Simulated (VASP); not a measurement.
# Mg (I4/mmm) in VASP: further runs, part 2 of 2

VASP 6.6.1. The steps go on from the part before.

### Step 3. Single point, PBEsol (strain -0.0300 x Voigt [1, 1, 0, 0, 0, 0])

The input, INCAR:

```
  ALGO = Normal
  EDIFF = 1E-6
  ENCUT = 520
  GGA = PS
  ISIF = 2
  ISMEAR = 0
  LASPH = True
  LCHARG = False
  LREAL = False
  LWAVE = False
  NBANDS = 7
  NELM = 80
  PREC = Accurate
  SIGMA = 0.15
```

The input, KPOINTS:

```
k-points
0
Gamma
  18 18 18
```

The input, POSCAR:

```
Mg
1.0
    0.0000000000      2.1769283200      2.2442560000
    2.1769283200      0.0000000000      2.2442560000
    2.1769283200      2.1769283200      0.0000000000
Mg
1
Direct
    0.0000000000      0.0000000000      0.0000000000
```

Potentials or basis: VASP PAW PBE potentials, release 64 (Mg).

On the command line:

```console
$ cat potpaw_PBE.64/Mg/POTCAR > POTCAR
$ mpirun -np 1 vasp_std > vasp.out
```

OUTCAR:

```text
EDIFF = 1E-6
   ENCUT = 520
   GGA = PS
   ISIF = 2
   ISMEAR = 0
   LASPH = True
   LREAL = False
   NELM = 80
   PREC = Accurate

 ion  position               nearest neighbor table
   1  0.000  0.000  0.000-

  LATTYP: Found a body centered tetragonal cell.
 ALAT       =     3.0786415545
 C/A-ratio  =     1.4579521262

  Lattice vectors:

 A1 = (  -2.1769283200,   0.0000000000,   2.2442560000)
 A2 = (   2.1769283200,   0.0000000000,   2.2442560000)
 A3 = (   0.0000000000,   2.1769283200,  -2.2442560000)

Analysis of symmetry for initial positions (statically):
=====================================================================
 Subroutine PRICEL returns:
 Original cell was already a primitive cell.

 Routine SETGRP: Setting up the symmetry group for a
 body centered tetragonal supercell.

 Subroutine GETGRP returns: Found 16 space group operations
 (whereof 16 operations were pure point group operations)
 out of a pool of 16 trial point group operations.

The static configuration has the point symmetry D_4h.

Analysis of symmetry for dynamics (positions and initial velocities):
=====================================================================
 Subroutine PRICEL returns:
 Original cell was already a primitive cell.

 Routine SETGRP: Setting up the symmetry group for a
 body centered tetragonal supercell.

 Subroutine GETGRP returns: Found 16 space group operations
 (whereof 16 operations were pure point group operations)
 out of a pool of 16 trial point group operations.

The dynamic configuration has the point symmetry D_4h.

 Subroutine INISYM returns: Found 16 space group operations
 (whereof 16 operations are pure point group operations),
 and found     1 'primitive' translations

----------------------------------------------------------------------------------------

[... 109 lines left out ...]
     AMIX     =   0.40;   BMIX     =  1.00
     AMIX_MAG =   1.60;   BMIX_MAG =  1.00
  volume/ion in A,a.u.               =      21.27       143.54
  Fermi-wavevector in a.u.,A,eV,Ry     =   0.744426  1.406760  7.539933  0.554169
  Thomas-Fermi vector in A             =   1.839774
   LORBIT       =      0    0 simple, 1 ext, 2 COOP (PROOUT), +10 PAW based schemes
   GGA     = PS    functional components
   LHFCALC =     F    Hartree Fock is set to
   AEXX    =    0.0000 exact exchange contribution
   IVDW    =     0    specifies the selected vdW correction
   LEPSILON=     F    determine dielectric tensor
   LRPA    =     F    only Hartree local field effects (RPA)
 non-spin polarized calculation
 Gauss-broadening in eV      SIGMA  =   0.15
  energy-cutoff  :      520.00
  volume of cell :       21.27
 maximum number of plane-waves:       588
   NGX = 11   NGY = 11   NGZ = 11

 number of electron       2.0000000 magnetization

 Free energy of the ion-electron system (eV)
  ---------------------------------------------------
  ext. energy  EPLUGINS =         0.00000000
  ---------------------------------------------------
  free energy    TOTEN  =        -1.70165301 eV

  energy without entropy =       -1.69693137  energy(sigma->0) =       -1.69929219

 E-fermi :   2.9664     XC(G=0):  -8.7773

 val. band max:        2.9659334251   @ k =  -0.4444   0.0556   0.5000
 cond. band min:       2.9702442017   @ k =  -0.3333   0.2778   0.1667
 fundamental gap:      0.0043107766
 Fermi energy:         2.9664328899

 k-point     1 :       0.0000    0.0000    0.0000
  band No.  band energies     occupation
      1      -4.2655      2.00000
      2      15.6663      0.00000
      3      15.8997      0.00000
      4      15.8997      0.00000
      5      18.1486      0.00000
      6      18.1486      0.00000
      7      18.2160      0.00000
[... 221 lines left out ...]
 k-point    24 :      -0.2222    0.0556    0.0000
  band No.  band energies     occupation
      1      -2.8396      2.00000
      2       8.4535      0.00000
      3      13.0458      0.00000
      4      15.8333      0.00000
      5      17.8429      0.00000
      6      17.8727      0.00000
      7      18.5953      0.00000

 [... further k-points ...]

------------------------ aborting loop because EDIFF is reached ----------------------------------------

  FORCE on cell =-STRESS in cart. coord.  units (eV):
  Direction    XX          YY          ZZ          XY          YZ          ZX
  --------------------------------------------------------------------------------------
  -------------------------------------------------------------------------------------
  Total        0.3763623      0.3763623      0.2982027      0.0000000      0.0000000     -0.0000000
  in kB       28.3482362     28.3482362     22.4611216      0.0000000      0.0000000     -0.0000000
  external PRESSURE =      26.3858647 kB  Pullay stress =       0.0000000 kB

 VOLUME and BASIS-vectors are now :
 -----------------------------------------------------------------------------
  energy-cutoff  :      520.00
  volume of cell :       21.27
      direct lattice vectors                 reciprocal lattice vectors
     0.000000000  2.176928320  2.244256000    -0.229681426  0.229681426  0.222790983
     2.176928320  0.000000000  2.244256000     0.229681426 -0.229681426  0.222790983
     2.176928320  2.176928320  0.000000000     0.229681426  0.229681426 -0.222790983

 POSITION                                       TOTAL-FORCE (eV/Angst)
 -----------------------------------------------------------------------------------
      0.00000      0.00000      0.00000         0.000000      0.000000      0.000000
 -----------------------------------------------------------------------------------
    total drift:                               -0.000000     -0.000000      0.000000

  FREE ENERGIE OF THE ION-ELECTRON SYSTEM (eV)
  ---------------------------------------------------
  free  energy   TOTEN  =        -1.7016530073 eV

  energy  without entropy=       -1.6969313702  energy(sigma->0) =       -1.69929219
```

OSZICAR:

```text
N       E                     dE             d eps       ncg     rms          rms(c)
DAV:   1    -0.102735795697E+01   -0.10274E+01   -0.76690E+02  7385   0.192E+02
DAV:   2    -0.170964714656E+01   -0.68229E+00   -0.65499E+00  8862   0.116E+01
DAV:   3    -0.171212782536E+01   -0.24807E-02   -0.24795E-02  9198   0.786E-01
DAV:   4    -0.171213069006E+01   -0.28647E-05   -0.28645E-05  9730   0.188E-02
DAV:   5    -0.171213069205E+01   -0.19913E-08   -0.18632E-08  9240   0.371E-04    0.648E-01
DAV:   6    -0.170644808839E+01    0.56826E-02   -0.37208E-04  8575   0.925E-02    0.411E-01
DAV:   7    -0.170165168400E+01    0.47964E-02   -0.14646E-03  8393   0.167E-01    0.214E-02
DAV:   8    -0.170165297457E+01   -0.12906E-05   -0.91101E-06  9954   0.176E-02    0.448E-03
DAV:   9    -0.170165300726E+01   -0.32685E-07   -0.41184E-07  8589   0.263E-03
   1 F= -.17016530E+01 E0= -.16992922E+01  d E =-.472164E-02
```

stdout:

```text
POSCAR found type information on POSCAR Mg
 POSCAR found :  1 types and       1 ions
 scaLAPACK will be used
 -----------------------------------------------------------------------------
|                                                                             |
|                                                                             |
|     You enforced a specific xc type in the INCAR file but a different       |
|     I HOPE YOU KNOW WHAT YOU ARE DOING!                                     |
|                                                                             |
 -----------------------------------------------------------------------------

 LDA part: xc-table for (Slater+PW92), standard interpolation
 POSCAR, INCAR and KPOINTS ok, starting setup
 FFT: planning ... GRIDC
 FFT: planning ... GRID_SOFT
 FFT: planning ... GRID
 WAVECAR not read
 entering main loop
```

It took 62 s on 1 thread of Intel Xeon 8259CL, shared host; peak memory 0.19 GiB.

Results:

| Quantity | Value |
| --- | --- |
| Free energy | -1.7017 eV |
| Pressure | 2.6 GPa |
| Band gap on the k mesh | zero (bands 1 and 2 overlap by 2.56 eV) |

Stress tensor (GPa, compression positive):
```
2.83 0.00 0.00
0.00 2.83 0.00
0.00 0.00 2.25
```

Levels at points of the mesh, in eV from the Fermi level:
```csv
k point,band 1,band 2,band 3,band 4,band 5
"(0.00, 0.00, 0.00)",-7.23,12.70,12.93,12.93,15.18
"(0.50, 0.00, 0.00)",-1.81,-1.26,11.38,11.99,12.45
"(0.50, 0.50, 0.00)",-0.49,0.55,6.48,7.69,7.69
"(0.50, 0.00, 0.50)",-0.08,1.02,6.15,7.16,7.27
```

Caveat: the cell differs from its parent crystal (strain -0.0300 x Voigt [1, 1, 0, 0, 0, 0]); the PAW data sets were made with another functional, which shifts forces and pressure a little.

### Step 4. Single point, PBEsol (strain -0.0150 x Voigt [1, 1, 0, 0, 0, 0])

The input, INCAR:

```
PREC = Accurate ; ENCUT = 520
EDIFF = 1E-6 ; ISMEAR = 0
SIGMA = 0.15 ; LREAL = False
LASPH = True ; NELM = 60
ALGO = Normal ; ISIF = 2
LWAVE = False ; LCHARG = False
GGA = PS ; NBANDS = 7
```

The input, KPOINTS:

```
regular mesh
0
Gamma
  18 18 18
```

The input, POSCAR:

```
Mg
1.0
    0.0000000000      2.2105921600      2.2442560000
    2.2105921600      0.0000000000      2.2442560000
    2.2105921600      2.2105921600      0.0000000000
Mg
1
Direct
    0.0000000000      0.0000000000      0.0000000000
```

On the command line:

```console
$ cat potpaw_PBE.64/Mg/POTCAR > POTCAR
$ mpirun -np 1 vasp_std > vasp.out
```

Run time: 63 s. Hardware: 1 thread of Intel Xeon 8259CL, shared host; peak memory 0.2 GiB.

It converged, with:

```yaml
Free_energy: -1.7102 eV
Pressure: 1.3 GPa
Band_gap_on_the_k_mesh: zero (bands 1 and 2 overlap by 2.47 eV)
```

Stress tensor (GPa, compression positive):
```
1.35 0.00 0.00
0.00 1.35 0.00
0.00 0.00 1.13
```

Levels at points of the mesh, in eV from the Fermi level:
```tsv
k point	band 1	band 2	band 3	band 4
(0.00, 0.00, 0.00)	-7.09	12.58	12.70	12.70
(0.50, 0.00, 0.00)	-1.75	-1.25	11.38	11.67
(0.50, 0.50, 0.00)	-0.34	0.70	6.31	7.36
(0.50, 0.00, 0.50)	-0.14	0.93	6.15	7.10
```

Caveat: the cell differs from its parent crystal (strain -0.0150 x Voigt [1, 1, 0, 0, 0, 0]); the PAW data sets were made with another functional, which shifts forces and pressure a little.

### Step 5. Single point, PBEsol (strain +0.0150 x Voigt [1, 1, 0, 0, 0, 0])

The input, INCAR:

```
SYSTEM = Mg
PREC = Accurate
ENCUT = 520
EDIFF = 1E-6
ISMEAR = 0
SIGMA = 0.15
LREAL = .FALSE.
LASPH = .TRUE.
NELM = 60
ALGO = Normal
ISIF = 2
LWAVE = .FALSE.
LCHARG = .FALSE.
GGA = PS
NBANDS = 7
```

The input, KPOINTS:

```
regular mesh
0
G
  18 18 18
  0 0 0
```

The input, POSCAR:

```
Mg
1.0
    0.0000000000      2.2779198400      2.2442560000
    2.2779198400      0.0000000000      2.2442560000
    2.2779198400      2.2779198400      0.0000000000
Mg
1
Direct
    0.0000000000      0.0000000000      0.0000000000
```

On the command line:

```console
$ cat potpaw_PBE.64/Mg/POTCAR > POTCAR
$ mpirun -np 1 vasp_std > vasp.out
```

It took 62 s on 1 thread of Intel Xeon 8259CL, shared host; peak memory 0.2 GiB.

The run converged. Its results:

* Free energy: -1.7111 eV
* Pressure: -1.0 GPa
* Band gap on the k mesh: zero (bands 1 and 2 overlap by 2.48 eV)

Stress tensor (GPa, compression positive):
```
-1.02  0.00  0.00
 0.00 -1.02  0.00
 0.00  0.00 -0.85
```

Levels at points of the mesh, in eV from the Fermi level:
| k point | band 1 | band 2 | band 3 | band 4 | band 5 |
| --- | --- | --- | --- | --- | --- |
| (0.00, 0.00, 0.00) | -6.83 | 12.25 | 12.25 | 12.36 | 14.12 |
| (0.50, 0.00, 0.00) | -1.65 | -1.25 | 11.07 | 11.34 | 11.82 |
| (0.50, 0.50, 0.00) | -0.06 | 0.97 | 5.99 | 6.75 | 6.75 |
| (0.50, 0.00, 0.50) | -0.25 | 0.74 | 6.15 | 6.94 | 7.00 |

Caveat: the cell differs from its parent crystal (strain +0.0150 x Voigt [1, 1, 0, 0, 0, 0]); the PAW data sets were made with another functional, which shifts forces and pressure a little.

### Step 6. Single point, PBEsol (strain +0.0300 x Voigt [1, 1, 0, 0, 0, 0])

The input, INCAR:

```
SYSTEM = Mg
  PREC = Accurate
  ENCUT = 520
  EDIFF = 1E-7
  ISMEAR = 0
  SIGMA = 0.15
  LREAL = .False.
  LASPH = .True.
  NELM = 80
  ALGO = Normal
  ISIF = 2
  LWAVE = .False.
  LCHARG = .True.
  GGA = PS
  LELF = .True.
  LVHAR = .True.
  NBANDS = 7
```

The input, KPOINTS:

```
regular mesh
0
Gamma
  18 18 18
  0 0 0
```

The input, POSCAR:

```
Mg
1.0
    0.0000000000      2.3115836800      2.2442560000
    2.3115836800      0.0000000000      2.2442560000
    2.3115836800      2.3115836800      0.0000000000
Mg
1
Direct
    0.0000000000      0.0000000000      0.0000000000
```

Potentials or basis: VASP PAW PBE potentials, release 64 (Mg).

On the command line:

```console
$ cat potpaw_PBE.64/Mg/POTCAR > POTCAR
$ mpirun -np 1 vasp_std > vasp.out
```

It took 68 s on 1 thread of Intel Xeon 8259CL, shared host; peak memory 0.21 GiB.

Results (log left out):

| Item | Value |
| --- | --- |
| Free energy | -1.7046 eV |
| Pressure | -1.9 GPa |
| Band gap on the k mesh | zero (bands 1 and 2 overlap by 2.58 eV) |

Stress tensor (GPa, compression positive):
```
-1.99  0.00  0.00
 0.00 -1.99  0.00
 0.00  0.00 -1.67
```

Levels at points of the mesh, in eV from the Fermi level:
```csv
k point,band 1,band 2,band 3,band 4
"(0.00, 0.00, 0.00)",-6.70,12.05,12.05,12.25
"(0.50, 0.00, 0.00)",-1.60,-1.25,10.79,11.29
"(0.50, 0.50, 0.00)",0.07,1.09,5.84,6.46
"(0.50, 0.00, 0.50)",-0.29,0.65,6.15,6.84
```

Caveat: the cell differs from its parent crystal (strain +0.0300 x Voigt [1, 1, 0, 0, 0, 0]); the PAW data sets were made with another functional, which shifts forces and pressure a little.

### Step 7. The runs side by side

```csv
cell,gap on the mesh (eV),pressure (GPa)
"a = 3.080, b = 3.080, c = 2.983 Å, angles 61.0, 61.0, 57.9°, 1 atom",none,6.0
"a = 3.127, b = 3.127, c = 3.079 Å, angles 60.5, 60.5, 59.0°, 1 atom",none,2.6
"a = 3.150, b = 3.150, c = 3.126 Å, angles 60.3, 60.3, 59.5°, 1 atom",none,1.3
"a = 3.198, b = 3.198, c = 3.221 Å, angles 59.8, 59.8, 60.5°, 1 atom",none,-1.0
"a = 3.222, b = 3.222, c = 3.269 Å, angles 59.5, 59.5, 61.0°, 1 atom",none,-1.9
```

Alike in all rows: task single point; level PBEsol; potentials or basis VASP PAW PBE potentials, release 64 (Mg); no spin polarisation; k mesh 18 × 18 × 18; cutoff (eV) 520; smearing gaussian 0.15 eV.

Caveats: the PAW data sets were made with another functional, which shifts forces and pressure a little; the cell stands under pressure (at least some runs).

Total energies depend on the potentials used, so only differences within one code and one set of settings carry meaning.

The gap in the log of VASP goes by the Fermi energy; the results here count the filled bands.